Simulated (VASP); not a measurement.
Wanted: the native input for a VASP 6.6.1 run.

```yaml
Task: electric field gradients
Functional: PBE
Potentials_or_basis: VASP PAW PBE potentials, release 64 (Zr_sv)
Cutoff: 520 eV
k_mesh: 14 × 14 × 14
Occupations: fermi-dirac, width 0.08 eV
Spin: no spin polarisation
Dipole_correction: no
Further_INCAR_settings: ALGO = Normal; EDIFF = 1e-08; NBANDS = 12
```

The structure of Zr lies in POSCAR:

```
Zr
1.0
   -1.7978519830      1.7978519830      1.7978519830
    1.7978519830     -1.7978519830      1.7978519830
    1.7978519830      1.7978519830     -1.7978519830
Zr
1
Direct
    0.0000000000      0.0000000000      0.0000000000
```

This cell differs from its parent crystal: volume scaled by 0.98.

The input as run:

INCAR

```
SYSTEM = Zr
ALGO = Normal
EDIFF = 1E-8
ENCUT = 520
GGA = PE
ISIF = 2
ISMEAR = -1
LASPH = .True.
LCHARG = .False.
LEFG = .True.
LREAL = .False.
LWAVE = .False.
NBANDS = 12
NELM = 80
PREC = Accurate
SIGMA = 0.08
```

KPOINTS

```
k-points
0
Gamma
  14 14 14
  0 0 0
```

Potentials or basis: VASP PAW PBE potentials, release 64 (Zr_sv).

Launch:

```console
$ cat potpaw_PBE.64/Zr_sv/POTCAR > POTCAR
$ mpirun -np 1 vasp_std > vasp.out
```

Results of the run:

```yaml
Pressure: -1.4 GPa
Band_gap_on_the_k_mesh: zero (band 6 reaches 9.85 eV, above the bottom of band 7 at 8.09 eV)
```

Caveat: without QUAD_EFG the Cq values of the log hold for a quadrupole moment of 1 mb, not for the nuclei.

Run time: 34 s on 1 thread of Intel Xeon 8259CL (shared host), peak memory 0.15 GiB.
